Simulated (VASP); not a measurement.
Input of a VASP 6.6.1 run:

File INCAR:

```
SYSTEM = LiF
PREC = Accurate
ENCUT = 600
EDIFF = 1E-7
ISMEAR = 0
SIGMA = 0.01
LREAL = .FALSE.
LASPH = .TRUE.
NELM = 100
ALGO = Normal
ISIF = 3
LWAVE = .FALSE.
LCHARG = .FALSE.
GGA = PS
IBRION = 2
NSW = 100
EDIFFG = -0.002
PSTRESS = 10.0
```

Contents of KPOINTS:

```
Automatic mesh
0
G
  10 10 10
  0 0 0
```

POSCAR

```
LiF
1.0
    0.0000000000      2.0039662102      2.0039662102
    2.0039662102      0.0000000000      2.0039662102
    2.0039662102      2.0039662102      0.0000000000
Li F
1 1
Direct
    0.0000000000      0.0000000000      0.0000000000
    0.5000000000      0.5000000000      0.5000000000
```

Potentials or basis: VASP PAW PBE potentials, release 64 (Li_sv, F).

Command:

```bash
$ cat potpaw_PBE.64/Li_sv/POTCAR potpaw_PBE.64/F/POTCAR > POTCAR
$ mpirun -np 1 vasp_std > vasp.out
```

(1) What does it give for the relaxed cell?

(2) What does it give for the relaxed volume?

(3) Predict the space group after relaxing (to 0.05 Å).

(4) Estimate the band gap on the k mesh.

Answers

(1) a = 2.815 Å, b = 2.815 Å, c = 2.815 Å, α = 60.00°, β = 60.00°, γ = 60.00°.

(2) 7.88 Å³/atom.

(3) Fm-3m (No. 225).

(4) 9.24 eV, direct.

Caveat: the cutoff is under 1.25 times the usual one of these potentials, so pressure, stress and relaxed cells hold a basis-set (Pulay) error; the cell is relaxed towards a set pressure, so the enthalpy falls and the energy may rise; the PAW data sets were made with another functional, which shifts forces and pressure a little.
